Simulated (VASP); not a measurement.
# Be2C (Immm) in VASP: further runs, part 2 of 2

VASP 6.6.1.

## Step 3: Single point, PBEsol+D3(BJ)

File INCAR:

```
PREC     = Accurate       # precision mode
ENCUT    = 600            # plane-wave cutoff, eV
EDIFF    = 1E-6           # SCF threshold, eV
ISMEAR   = 0              # smearing method
SIGMA    = 0.05           # smearing width, eV
LREAL    = False          # projectors in reciprocal space
LASPH    = True           # aspherical terms in the spheres
NELM     = 120            # most SCF steps
ALGO     = Normal         # electronic algorithm
ISIF     = 2              # what is computed and relaxed
LWAVE    = False          # write WAVECAR
LCHARG   = False          # write CHGCAR
GGA      = PS             # functional
IVDW     = 12             # dispersion correction
NBANDS   = 11             # bands
GGA_COMPAT= False
```

File KPOINTS:

```
Automatic mesh
0
Gamma
  7 7 7
```

File POSCAR:

```
Be2C
1.0
    0.0108250000      2.1650000000      2.1650000000
    2.1650000000      0.0108250000      2.1650000000
    2.1758250000      2.1758250000      0.0000000000
Be C
2 1
Direct
    0.2500000000      0.2500000000      0.2500000000
    0.7500000000      0.7500000000      0.7500000000
    0.0000000000      0.0000000000      0.0000000000
```

Potentials or basis: VASP PAW PBE potentials, release 64 (Be, C).

The run is started by

```
cat potpaw_PBE.64/Be/POTCAR potpaw_PBE.64/C/POTCAR > POTCAR
mpirun -np 1 vasp_std > vasp.out
```

OUTCAR:

```text
PREC = Accurate
   ENCUT = 600
   EDIFF = 1E-6
   ISMEAR = 0
   LREAL = False
   LASPH = True
   NELM = 120
   ISIF = 2
   GGA = PS
   IVDW = 12
 IVDW          = 12

 ion  position               nearest neighbor table
   1  0.250  0.250  0.250-   3 1.87   3 1.87   3 1.88   3 1.88   2 2.17   2 2.17   2 2.17   2 2.17
                             2 2.17   2 2.17
   2  0.750  0.750  0.750-   3 1.87   3 1.87   3 1.88   3 1.88   1 2.17   1 2.17   1 2.17   1 2.17
                             1 2.17   1 2.17
   3  0.000  0.000  0.000-   2 1.87   2 1.87   1 1.87   1 1.87   1 1.88   2 1.88   2 1.88   1 1.88

  LATTYP: Found a body centered orthorhombic cell.
 ALAT       =     3.0464635007
 B/A-ratio  =     1.0100502513
 C/A-ratio  =     1.4213201632

  Lattice vectors:

 A1 = (   2.1650000000,   0.0108250000,  -2.1650000000)
 A2 = (  -2.1650000000,  -0.0108250000,  -2.1650000000)
 A3 = (   0.0108250000,   2.1650000000,   2.1650000000)

Analysis of symmetry for initial positions (statically):
=====================================================================
 Subroutine PRICEL returns:
 Original cell was already a primitive cell.

 Routine SETGRP: Setting up the symmetry group for a
 body centered orthorhombic supercell.

 Subroutine GETGRP returns: Found  8 space group operations
 (whereof  8 operations were pure point group operations)
 out of a pool of  8 trial point group operations.

The static configuration has the point symmetry D_2h.

Analysis of symmetry for dynamics (positions and initial velocities):
=====================================================================
 Subroutine PRICEL returns:
 Original cell was already a primitive cell.

 Routine SETGRP: Setting up the symmetry group for a
 body centered orthorhombic supercell.

 Subroutine GETGRP returns: Found  8 space group operations
 (whereof  8 operations were pure point group operations)
 out of a pool of  8 trial point group operations.

The dynamic configuration has the point symmetry D_2h.

 Subroutine INISYM returns: Found  8 space group operations
 (whereof  8 operations are pure point group operations),
 and found     1 'primitive' translations

----------------------------------------------------------------------------------------

                                     Primitive cell

  volume of cell :      20.2952

  direct lattice vectors                    reciprocal lattice vectors
     0.010825000  2.165000000  2.165000000    -0.232107419  0.232107419  0.230946882
     2.165000000  0.010825000  2.165000000     0.232107419 -0.232107419  0.230946882
     2.175825000  2.175825000  0.000000000     0.229797893  0.229797893 -0.230946882

  length of vectors
     3.061791499  3.061791499  3.077081224     0.401352925  0.401352925  0.398686099

  position of ions in fractional coordinates (direct lattice)
     0.250000000  0.250000000  0.250000000
     0.750000000  0.750000000  0.750000000
     0.000000000  0.000000000  0.000000000

  ion indices of the primitive-cell ions
   primitive index   ion index
                 1           1
                 2           2
                 3           3

----------------------------------------------------------------------------------------

 KPOINTS: Automatic mesh

Automatic generation of k-mesh.
 Grid dimensions read from file:
 generate k-points for:    7    7    7

[... 46 lines left out ...]
   number of dos      NEDOS =    301   number of ions     NIONS =      3
   total plane-waves  NPLWV =  16128
   dimension x,y,z NGX =    24 NGY =   24 NGZ =   28
   dimension x,y,z NGXF=    48 NGYF=   48 NGZF=   56
   ions per type =               2   1
   NGX,Y,Z   is equivalent  to a cutoff of  13.03, 13.03, 15.13 a.u.
   NGXF,Y,Z  is equivalent  to a cutoff of  26.06, 26.06, 30.26 a.u.
 SYSTEM =  unknown system
   PREC   = accura    normal or accurate (medium, high low for compatibility)
   ISTART =      0    job   : 0-new  1-cont  2-samecut
   ICHARG =      2    charge: 1-file 2-atom 10-const
   ISPIN  =      1    spin polarized calculation?
   LNONCOLLINEAR =      F non collinear calculations
   LSORBIT =      F    spin-orbit coupling
   LASPH  =      T    aspherical Exc in radial PAW
   ENCUT  =  600.0 eV  44.10 Ry    6.64 a.u.   6.12  6.12  6.15*2*pi/ulx,y,z
   NELM   =    120;   NELMIN=  2; NELMDL= -5     # of ELM steps
   EDIFF  = 0.1E-05   stopping-criterion for ELM
   LREAL  =      F    real-space projection
   EDIFFG = 0.1E-04   stopping-criterion for IOM
   NSW    =      0    number of steps for IOM
   IBRION =     -1    ionic relax: 0-MD 1-quasi-New 2-CG
   NFREE  =      0    steps in history (QN), initial steepest desc. (CG)
   ISIF   =      2    stress and relaxation
   ISYM   =      2    0-nonsym 1-usesym 2-fastsym
   POTIM  = 0.5000    time-step for ionic-motion
   TEBEG  =    0.0;   TEEND  =   0.0 temperature during run
   PSTRESS=    0.0 pullay stress
   NELECT =       8.0000    total number of electrons
   NUPDOWN=      -1.0000    fix difference up-down
   EMIN   =  10.00;   EMAX   =-10.00  energy-range for DOS
   EFERMI =   0.00;   METHOD = LEGACY
   ISMEAR =     0;   SIGMA  =   0.05  broadening in eV -4-tet -1-fermi 0-gaus
   EFERMI_NEDOS =   21; number of points for ismear=-14 and -15
   IALGO  =     38    algorithm
   IMIX   =      4    mixing-type and parameters
     AMIX     =   0.40;   BMIX     =  1.00
     AMIX_MAG =   1.60;   BMIX_MAG =  1.00
  volume/ion in A,a.u.               =       6.77        45.65
  Fermi-wavevector in a.u.,A,eV,Ry     =   1.200348  2.268329 19.603758  1.440836
  Thomas-Fermi vector in A             =   2.336186
   LORBIT       =      0    0 simple, 1 ext, 2 COOP (PROOUT), +10 PAW based schemes
   GGA     = PS    functional components
   LHFCALC =     F    Hartree Fock is set to
   AEXX    =    0.0000 exact exchange contribution
   IVDW    =    12    specifies the selected vdW correction
   LEPSILON=     F    determine dielectric tensor
   LRPA    =     F    only Hartree local field effects (RPA)
 non-spin polarized calculation
 Gauss-broadening in eV      SIGMA  =   0.05
  energy-cutoff  :      600.00
  volume of cell :       20.30
 maximum number of plane-waves:       686
   NGX = 13   NGY = 13   NGZ = 13

 number of electron       8.0000000 magnetization

 Free energy of the ion-electron system (eV)
  ---------------------------------------------------
  ext. energy  EPLUGINS =         0.00000000
  ---------------------------------------------------
  free energy    TOTEN  =       -18.40872909 eV

  energy without entropy =      -18.40872909  energy(sigma->0) =      -18.40872909

 E-fermi :   8.0029     XC(G=0): -11.5112

 val. band max:        7.7140702607   @ k =   0.0000   0.0000   0.0000
 cond. band min:       8.9811756219   @ k =   0.4286   0.4286   0.0000
 fundamental gap:      1.2671053611
 Fermi energy:         8.0029163685

 k-point     1 :       0.0000    0.0000    0.0000
  band No.  band energies     occupation
      1      -7.3420      2.00000
      2       7.6646      2.00000
      3       7.6883      2.00000
      4       7.7141      2.00000
      5      11.6674      0.00000
      6      11.7630      0.00000
      7      11.8798      0.00000
      8      14.4007      0.00000
      9      20.7625      0.00000
     10      20.7669      0.00000
     11      20.7773      0.00000
[... 309 lines left out ...]
 k-point    24 :       0.2857    0.2857    0.1429
  band No.  band energies     occupation
      1      -6.1786      2.00000
      2       3.1597      2.00000
      3       5.2666      2.00000
      4       6.0231      2.00000
      5      12.6335      0.00000
      6      13.6572      0.00000
      7      14.8839      0.00000
      8      15.0923      0.00000
      9      18.9742      0.00000
     10      21.8969      0.00000
     11      23.4481      0.00000

 [... further k-points ...]

------------------------ aborting loop because EDIFF is reached ----------------------------------------

 Edisp (eV)   -0.69154

 E8    (eV) :    -0.3755

  FORCE on cell =-STRESS in cart. coord.  units (eV):
  Direction    XX          YY          ZZ          XY          YZ          ZX
  --------------------------------------------------------------------------------------
  -------------------------------------------------------------------------------------
  Total      -0.97065    -0.97065    -0.97294    -0.26213     0.00000     0.00000
  in kB     -76.62648   -76.62648   -76.80764   -20.69325     0.00000     0.00000
  external pressure =      -76.69 kB  Pullay stress =        0.00 kB

 VOLUME and BASIS-vectors are now :
 -----------------------------------------------------------------------------
  energy-cutoff  :      600.00
  volume of cell :       20.30
      direct lattice vectors                 reciprocal lattice vectors
     0.010825000  2.165000000  2.165000000    -0.232107419  0.232107419  0.230946882
     2.165000000  0.010825000  2.165000000     0.232107419 -0.232107419  0.230946882
     2.175825000  2.175825000  0.000000000     0.229797893  0.229797893 -0.230946882

 POSITION                                       TOTAL-FORCE (eV/Angst)
 -----------------------------------------------------------------------------------
      1.08791      1.08791      1.08250         0.000000      0.000000      0.016869
      3.26374      3.26374      3.24750        -0.000000     -0.000000     -0.016869
      0.00000      0.00000      0.00000         0.000000     -0.000000      0.000000
 -----------------------------------------------------------------------------------
    total drift:                               -0.000000     -0.000000      0.000000

  FREE ENERGIE OF THE ION-ELECTRON SYSTEM (eV)
  ---------------------------------------------------
  free  energy   TOTEN  =       -19.1002703935 eV

  energy  without entropy=      -19.1002703935  energy(sigma->0) =      -19.10027039
```

Run time: 22 s. Hardware: 1 thread of AMD EPYC 7R43 (Zen 3), shared host; peak memory 0.12 GiB.

What came out:

* Free energy: -19.1003 eV
* Pressure: -7.7 GPa
* Largest force: 0.017 eV/Å
* Band gap on the k mesh: 1.27 eV, indirect (least direct gap 3.95 eV)
* Dispersion energy per atom: -0.231 eV

Forces in eV/Å, atoms in the order of the input:
```
Be   0.000  0.000  0.017
Be   0.000  0.000 -0.017
C    0.000  0.000  0.000
```

Caveat: the PAW data sets were made with another functional, which shifts forces and pressure a little.

## Step 4: Single point, PBEsol+D3(BJ)

File INCAR:

```
ALGO = Normal ; EDIFF = 1E-6
ENCUT = 600 ; GGA = PS
GGA_COMPAT = False ; ISIF = 2
ISMEAR = 0 ; IVDW = 12
LASPH = True ; LCHARG = False
LREAL = False ; LWAVE = False
NBANDS = 11 ; NELM = 120
PREC = Accurate ; SIGMA = 0.05
```

File KPOINTS:

```
k-points
0
Gamma
  7 7 7
```

File POSCAR:

```
Be2C
1.0
    0.0216500000      2.1650000000      2.1650000000
    2.1650000000      0.0216500000      2.1650000000
    2.1866500000      2.1866500000      0.0000000000
Be C
2 1
Direct
    0.2500000000      0.2500000000      0.2500000000
    0.7500000000      0.7500000000      0.7500000000
    0.0000000000      0.0000000000      0.0000000000
```

The run is started by

```
cat potpaw_PBE.64/Be/POTCAR potpaw_PBE.64/C/POTCAR > POTCAR
mpirun -np 1 vasp_std > vasp.out
```

Run time: 18 s. Hardware: 1 thread of AMD EPYC 7R43 (Zen 3), shared host; peak memory 0.13 GiB.

Results (log left out):

* Free energy: -19.0964 eV
* Pressure: -7.6 GPa
* Largest force: 0.034 eV/Å
* Band gap on the k mesh: 1.23 eV, indirect (least direct gap 3.82 eV)
* Dispersion energy per atom: -0.231 eV

Forces on the atoms (eV/Å):
```
Be   0.000  0.000  0.034
Be   0.000  0.000 -0.034
C    0.000  0.000  0.000
```

Stress tensor (GPa, compression positive):
```
-7.57 -4.14  0.00
-4.14 -7.57  0.00
 0.00  0.00 -7.65
```

Levels at points of the mesh, in eV from the valence-band top:
```
           k point  band 1  band 2  band 3  band 4  band 5  band 6  band 7  band 8  band 9
(0.00, 0.00, 0.00)  -15.08   -0.10   -0.05    0.00    3.82    3.99    4.25    6.70   13.02
```

Caveat: the PAW data sets were made with another functional, which shifts forces and pressure a little.

## Step 5: Single point, PBEsol+D3(BJ)

File INCAR:

```
SYSTEM = Be2C
PREC = Accurate
ENCUT = 600
EDIFF = 1E-6
ISMEAR = 0
SIGMA = 0.05
LREAL = .False.
LASPH = .True.
NELM = 120
ALGO = Normal
ISIF = 2
LWAVE = .False.
LCHARG = .False.
GGA = PS
IVDW = 12
NBANDS = 11
GGA_COMPAT = .False.
```

File KPOINTS:

```
Automatic mesh
0
Gamma
  7 7 7
  0 0 0
```

File POSCAR:

```
Be2C
1.0
    0.0324750000      2.1650000000      2.1650000000
    2.1650000000      0.0324750000      2.1650000000
    2.1974750000      2.1974750000      0.0000000000
Be C
2 1
Direct
    0.2500000000      0.2500000000      0.2500000000
    0.7500000000      0.7500000000      0.7500000000
    0.0000000000      0.0000000000      0.0000000000
```

The run is started by

```
cat potpaw_PBE.64/Be/POTCAR potpaw_PBE.64/C/POTCAR > POTCAR
mpirun -np 1 vasp_std > vasp.out
```

Run time: 18 s. Hardware: 1 thread of AMD EPYC 7R43 (Zen 3), shared host; peak memory 0.13 GiB.

It converged, with:

```yaml
Free_energy: -19.0900 eV
Pressure: -7.5 GPa
Largest_force: 0.050 eV/Å
Band_gap_on_the_k_mesh: 1.18 eV, indirect (least direct gap 3.70 eV)
Dispersion_energy_per_atom: -0.231 eV
```

Forces in eV/Å, atoms in the order of the input:
```
Be   0.000  0.000  0.050
Be   0.000  0.000 -0.050
C    0.000  0.000  0.000
```

Stress tensor (GPa, compression positive):
```
-7.43 -6.21  0.00
-6.21 -7.43  0.00
 0.00  0.00 -7.59
```

Levels at points of the mesh, in eV from the valence-band top:
```csv
k point,band 1,band 2,band 3,band 4,band 5,band 6,band 7,band 8,band 9
"(0.00, 0.00, 0.00)",-15.11,-0.15,-0.08,0.00,3.70,3.92,4.33,6.72,12.99
```

Caveat: the PAW data sets were made with another functional, which shifts forces and pressure a little. A k mesh can miss the band edges.

## Step 6: Summary

```tsv
cell	gap on the mesh (eV)	pressure (GPa)	largest force (eV/Å)
a = 3.062, b = 3.062, c = 3.046 Å, angles 60.2, 60.2, 60.3°, 3 atoms	1.27	-7.7	0.02
a = 3.062, b = 3.062, c = 3.077 Å, angles 59.8, 59.8, 59.7°, 3 atoms	1.27	-7.7	0.02
a = 3.062, b = 3.062, c = 3.092 Å, angles 59.7, 59.7, 59.3°, 3 atoms	1.23	-7.6	0.03
a = 3.062, b = 3.062, c = 3.108 Å, angles 59.5, 59.5, 59.0°, 3 atoms	1.18	-7.5	0.05
```

Alike in all rows: task single point; level PBEsol+D3(BJ); potentials or basis VASP PAW PBE potentials, release 64 (Be, C); no spin polarisation; k mesh 7 × 7 × 7; cutoff (eV) 600; smearing gaussian 0.05 eV.

Caveats: the PAW data sets were made with another functional, which shifts forces and pressure a little.

Total energies depend on the potentials used, so only differences within one code and one set of settings carry meaning.
